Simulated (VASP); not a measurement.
# Na4Er (Pm-3m) in VASP: single point with PBE

Aim: the single point of Na4Er with PBE.

Everything below comes from runs of VASP 6.6.1. Logs are shortened: lines on timing, memory, paths and dates and some standing lists are left out, and cuts for length are marked.

## (1) The cell of the first run

The structure is cubic, space group Pm-3m (No. 221). Conventional cell: a = 6.533 Å, b = 6.533 Å, c = 6.533 Å, α = 90.00°, β = 90.00°, γ = 90.00°. Na (site symmetry 4/mmm) has 2 Er at 3.27 Å within 4.3 Å. Within 4.3 Å of Er (site symmetry m-3m) lie 6 Na at 3.27 Å.

The cell was generated, and may not be a known phase.

## (2) Single point, PBE

The input, INCAR:

```
PREC = Accurate
ENCUT = 690
EDIFF = 1E-6
ISMEAR = 0
SIGMA = 0.1
LREAL = F
LASPH = T
NELM = 300
ALGO = All
ISIF = 2
LWAVE = F
LCHARG = T
GGA = PE
LVHAR = T
NBANDS = 33
GGA_COMPAT = F
LMAXMIX = 6
ISEARCH = 1
KPAR = 4
```

The input, KPOINTS:

```
regular mesh
0
Gamma
  6 6 6
```

The input, POSCAR:

```
Na4Er
1.0
    6.5332991675      0.0000000000      0.0000000000
    0.0000000000      6.5332991675      0.0000000000
    0.0000000000      0.0000000000      6.5332991675
Na Er
4 1
Direct
    0.0000000000      0.5000000000      0.5000000000
    0.5000000000      0.0000000000      0.5000000000
    0.5000000000      0.5000000000      0.0000000000
    0.0000000000      0.0000000000      0.0000000000
    0.5000000000      0.5000000000      0.5000000000
```

Potentials or basis: VASP PAW PBE potentials, release 64 (Na_pv, Er).

Command:

```bash
$ cat potpaw_PBE.64/Na_pv/POTCAR potpaw_PBE.64/Er/POTCAR > POTCAR
$ mpirun -np 4 vasp_std > vasp.out
```

OUTCAR:

```text
PREC = Accurate
   ENCUT = 690
   EDIFF = 1E-6
   ISMEAR = 0
   LREAL = F
   LASPH = T
   NELM = 300
   ISIF = 2
   GGA = PE

 ion  position               nearest neighbor table
   1  0.000  0.500  0.500-   5 3.27   5 3.27
   2  0.500  0.000  0.500-   5 3.27   5 3.27
   3  0.500  0.500  0.000-   5 3.27   5 3.27
   4  0.000  0.000  0.000-
   5  0.500  0.500  0.500-   1 3.27   2 3.27   3 3.27   3 3.27   2 3.27   1 3.27

  LATTYP: Found a simple cubic cell.
 ALAT       =     6.5332991675

  Lattice vectors:

 A1 = (   6.5332991675,   0.0000000000,   0.0000000000)
 A2 = (   0.0000000000,   6.5332991675,   0.0000000000)
 A3 = (   0.0000000000,   0.0000000000,   6.5332991675)

Analysis of symmetry for initial positions (statically):
=====================================================================
 Subroutine PRICEL returns:
 Original cell was already a primitive cell.

 Routine SETGRP: Setting up the symmetry group for a
 simple cubic supercell.

 Subroutine GETGRP returns: Found 48 space group operations
 (whereof 48 operations were pure point group operations)
 out of a pool of 48 trial point group operations.

The static configuration has the point symmetry O_h .

Analysis of symmetry for dynamics (positions and initial velocities):
=====================================================================
 Subroutine PRICEL returns:
 Original cell was already a primitive cell.

 Routine SETGRP: Setting up the symmetry group for a
 simple cubic supercell.

 Subroutine GETGRP returns: Found 48 space group operations
 (whereof 48 operations were pure point group operations)
 out of a pool of 48 trial point group operations.

The dynamic configuration has the point symmetry O_h .

 Subroutine INISYM returns: Found 48 space group operations
 (whereof 48 operations are pure point group operations),
 and found     1 'primitive' translations

----------------------------------------------------------------------------------------

                                     Primitive cell

  volume of cell :     278.8673

  direct lattice vectors                    reciprocal lattice vectors
     6.533299168  0.000000000  0.000000000     0.153062025  0.000000000  0.000000000
     0.000000000  6.533299168  0.000000000     0.000000000  0.153062025  0.000000000
     0.000000000  0.000000000  6.533299168     0.000000000  0.000000000  0.153062025

  length of vectors
     6.533299168  6.533299168  6.533299168     0.153062025  0.153062025  0.153062025

  position of ions in fractional coordinates (direct lattice)
     0.000000000  0.500000000  0.500000000
     0.500000000  0.000000000  0.500000000
     0.500000000  0.500000000  0.000000000
     0.000000000  0.000000000  0.000000000
     0.500000000  0.500000000  0.500000000

  ion indices of the primitive-cell ions
   primitive index   ion index
                 1           1
                 2           2
                 3           3
                 4           4
                 5           5

----------------------------------------------------------------------------------------

 KPOINTS: regular mesh

Automatic generation of k-mesh.
 Grid dimensions read from file:
 generate k-points for:    6    6    6

 Generating k-lattice:

  Cartesian coordinates                     Fractional coordinates (reciprocal lattice)
     0.025510337  0.000000000  0.000000000     0.166666667  0.000000000  0.000000000
     0.000000000  0.025510337  0.000000000     0.000000000  0.166666667  0.000000000
     0.000000000  0.000000000  0.025510337     0.000000000  0.000000000  0.166666667

  Length of vectors
     0.025510337  0.025510337  0.025510337

  Shift w.r.t. Gamma in fractional coordinates (k-lattice)
     0.000000000  0.000000000  0.000000000

 Subroutine IBZKPT returns following result:
 ===========================================

 Found     20 irreducible k-points:

 Following reciprocal coordinates:
            Coordinates               Weight
  0.000000  0.000000  0.000000      1.000000
  0.166667  0.000000  0.000000      6.000000
  0.333333  0.000000  0.000000      6.000000
  0.500000  0.000000  0.000000      3.000000
  0.166667  0.166667  0.000000     12.000000
  0.333333  0.166667  0.000000     24.000000
[... 12 lines left out ...]
  0.500000  0.500000  0.333333      6.000000
  0.500000  0.500000  0.500000      1.000000
   k-points           NKPTS =     20   k-points in BZ     NKDIM =     20   number of bands    NBANDS=     33
   number of dos      NEDOS =    301   number of ions     NIONS =      5
   total plane-waves  NPLWV = 175616
   dimension x,y,z NGX =    56 NGY =   56 NGZ =   56
   dimension x,y,z NGXF=   112 NGYF=  112 NGZF=  112
   ions per type =               4   1
   NGX,Y,Z   is equivalent  to a cutoff of  14.25, 14.25, 14.25 a.u.
   NGXF,Y,Z  is equivalent  to a cutoff of  28.50, 28.50, 28.50 a.u.
 SYSTEM =  unknown system
   PREC   = accura    normal or accurate (medium, high low for compatibility)
   ISTART =      0    job   : 0-new  1-cont  2-samecut
   ICHARG =      2    charge: 1-file 2-atom 10-const
   ISPIN  =      1    spin polarized calculation?
   LNONCOLLINEAR =      F non collinear calculations
   LSORBIT =      F    spin-orbit coupling
   LASPH  =      T    aspherical Exc in radial PAW
   ENCUT  =  690.0 eV  50.71 Ry    7.12 a.u.  13.99 13.99 13.99*2*pi/ulx,y,z
   NELM   =    300;   NELMIN=  2; NELMDL= -5     # of ELM steps
   EDIFF  = 0.1E-05   stopping-criterion for ELM
   LREAL  =      F    real-space projection
   EDIFFG = 0.1E-04   stopping-criterion for IOM
   NSW    =      0    number of steps for IOM
   IBRION =     -1    ionic relax: 0-MD 1-quasi-New 2-CG
   NFREE  =      0    steps in history (QN), initial steepest desc. (CG)
   ISIF   =      2    stress and relaxation
   ISYM   =      2    0-nonsym 1-usesym 2-fastsym
   POTIM  = 0.5000    time-step for ionic-motion
   TEBEG  =    0.0;   TEEND  =   0.0 temperature during run
   PSTRESS=    0.0 pullay stress
   NELECT =      50.0000    total number of electrons
   NUPDOWN=      -1.0000    fix difference up-down
   EMIN   =  10.00;   EMAX   =-10.00  energy-range for DOS
   EFERMI =   0.00;   METHOD = LEGACY
   ISMEAR =     0;   SIGMA  =   0.10  broadening in eV -4-tet -1-fermi 0-gaus
   EFERMI_NEDOS =   21; number of points for ismear=-14 and -15
   IALGO  =     58    algorithm
   IMIX   =      4    mixing-type and parameters
     AMIX     =   0.40;   BMIX     =  1.00
     AMIX_MAG =   1.60;   BMIX_MAG =  1.00
  volume/ion in A,a.u.               =      55.77       376.38
  Fermi-wavevector in a.u.,A,eV,Ry     =   0.923136  1.744474 11.594610  0.852180
  Thomas-Fermi vector in A             =   2.048739
   LORBIT       =      0    0 simple, 1 ext, 2 COOP (PROOUT), +10 PAW based schemes
   GGA     = PE    functional components
   LHFCALC =     F    Hartree Fock is set to
   AEXX    =    0.0000 exact exchange contribution
   IVDW    =     0    specifies the selected vdW correction
   LEPSILON=     F    determine dielectric tensor
   LRPA    =     F    only Hartree local field effects (RPA)
 non-spin polarized calculation
 Gauss-broadening in eV      SIGMA  =   0.10
  energy-cutoff  :      690.00
  volume of cell :      278.87
 maximum number of plane-waves:     11536
 NGX is ok and might be reduce to    56
   NGX = 27   NGY = 27   NGZ = 27

 number of electron      49.9999989 magnetization

 Free energy of the ion-electron system (eV)
  ---------------------------------------------------
  ext. energy  EPLUGINS =         0.00000000
  ---------------------------------------------------
  free energy    TOTEN  =        -6.32022572 eV

  energy without entropy =       -6.08084603  energy(sigma->0) =       -6.20053587

 E-fermi :  -0.4317     XC(G=0):  -5.8881

 val. band max:       -0.4509062191   @ k =   0.5000   0.3333   0.3333
 cond. band min:      -0.4290857649   @ k =   0.3333   0.1667   0.0000
 fundamental gap:      0.0218204542
 Fermi energy:        -0.4317262676

 k-point     1 :       0.0000    0.0000    0.0000
  band No.  band energies     occupation
      1     -49.3058      2.00000
      2     -25.9560      2.00000
      3     -25.9560      2.00000
      4     -25.9560      2.00000
      5     -25.6852      2.00000
      6     -25.6852      2.00000
[... 25 lines left out ...]
     32       1.1319      0.00000
     33       1.1320      0.00000

 k-point     2 :       0.1667    0.0000    0.0000
  band No.  band energies     occupation
      1     -49.3059      2.00000
      2     -25.9560      2.00000
      3     -25.9560      2.00000
      4     -25.9560      2.00000
      5     -25.6852      2.00000
      6     -25.6852      2.00000
[... 25 lines left out ...]
     32       1.0866      0.00000
     33       1.1475      0.00000

 k-point     3 :       0.3333    0.0000    0.0000
  band No.  band energies     occupation
      1     -49.3059      2.00000
      2     -25.9560      2.00000
      3     -25.9560      2.00000
      4     -25.9560      2.00000
      5     -25.6851      2.00000
      6     -25.6851      2.00000
[... 25 lines left out ...]
     32       1.1839      0.00000
     33       1.6374      0.00000

 k-point     4 :       0.5000    0.0000    0.0000
  band No.  band energies     occupation
      1     -49.3059      2.00000
      2     -25.9560      2.00000
      3     -25.9560      2.00000
      4     -25.9560      2.00000
      5     -25.6851      2.00000
      6     -25.6851      2.00000
[... 25 lines left out ...]
     32       1.1964      0.00000
     33       1.5561      0.00000

 k-point     5 :       0.1667    0.1667    0.0000
  band No.  band energies     occupation
      1     -49.3059      2.00000
      2     -25.9560      2.00000
      3     -25.9560      2.00000
      4     -25.9560      2.00000
      5     -25.6852      2.00000
      6     -25.6839      2.00000
[... 460 lines left out ...]
 k-point    18 :       0.5000    0.3333    0.3333
  band No.  band energies     occupation
      1     -49.3059      2.00000
      2     -25.9560      2.00000
      3     -25.9560      2.00000
      4     -25.9560      2.00000
      5     -25.6818      2.00000
      6     -25.6801      2.00000
[... 25 lines left out ...]
     32       1.2184      0.00000
     33       1.1536      0.00000

 k-point    19 :       0.5000    0.5000    0.3333
  band No.  band energies     occupation
      1     -49.3059      2.00000
      2     -25.9560      2.00000
      3     -25.9560      2.00000
      4     -25.9560      2.00000
      5     -25.6815      2.00000
      6     -25.6793      2.00000
[... 25 lines left out ...]
     32       1.2337      0.00000
     33       1.2439      0.00000

 k-point    20 :       0.5000    0.5000    0.5000
  band No.  band energies     occupation
      1     -49.3059      2.00000
      2     -25.9560      2.00000
      3     -25.9560      2.00000
      4     -25.9560      2.00000
      5     -25.6810      2.00000
      6     -25.6784      2.00000
[... 25 lines left out ...]
     32       1.2416      0.00000
     33       1.2526      0.00000

------------------------ aborting loop because EDIFF is reached ----------------------------------------

  FORCE on cell =-STRESS in cart. coord.  units (eV):
  Direction    XX          YY          ZZ          XY          YZ          ZX
  --------------------------------------------------------------------------------------
  -------------------------------------------------------------------------------------
  Total        0.5259529      0.5259529      0.5259529      0.0000000      0.0000000      0.0000000
  in kB        3.0217590      3.0217590      3.0217590      0.0000000      0.0000000      0.0000000
  external PRESSURE =       3.0217590 kB  Pullay stress =       0.0000000 kB

 VOLUME and BASIS-vectors are now :
 -----------------------------------------------------------------------------
  energy-cutoff  :      690.00
  volume of cell :      278.87
      direct lattice vectors                 reciprocal lattice vectors
     6.533299168  0.000000000  0.000000000     0.153062025  0.000000000  0.000000000
     0.000000000  6.533299168  0.000000000     0.000000000  0.153062025  0.000000000
     0.000000000  0.000000000  6.533299168     0.000000000  0.000000000  0.153062025

 POSITION                                       TOTAL-FORCE (eV/Angst)
 -----------------------------------------------------------------------------------
      0.00000      3.26665      3.26665         0.000000      0.000000      0.000000
      3.26665      0.00000      3.26665         0.000000      0.000000      0.000000
      3.26665      3.26665      0.00000         0.000000      0.000000      0.000000
      0.00000      0.00000      0.00000         0.000000      0.000000      0.000000
      3.26665      3.26665      3.26665         0.000000      0.000000      0.000000
 -----------------------------------------------------------------------------------
    total drift:                                0.000000      0.000000      0.000000

  FREE ENERGIE OF THE ION-ELECTRON SYSTEM (eV)
  ---------------------------------------------------
  free  energy   TOTEN  =        -6.3202257176 eV

  energy  without entropy=       -6.0808468165  energy(sigma->0) =       -6.20053627
```

It took 17 min on 4 MPI ranks of Intel Xeon Platinum 8259CL at 2.50GHz (Skylake/Cascade Lake), shared host; peak memory 0.82 GiB.

Results:

| Property | Result |
| --- | --- |
| Free energy | -6.3202 eV |
| Pressure | 0.3 GPa |
| Band gap on the k mesh | zero (bands 25 and 26 overlap by 0.32 eV) |

Caveat: spin-orbit coupling is left out, which moves the levels of the heavy elements; semilocal functionals describe open f shells poorly, which spoils levels, moments and volumes. Spin polarisation is off, so any magnetic state and its effect on volume and gap are missing.

The gap in the log of VASP goes by the Fermi energy; the results here count the filled bands.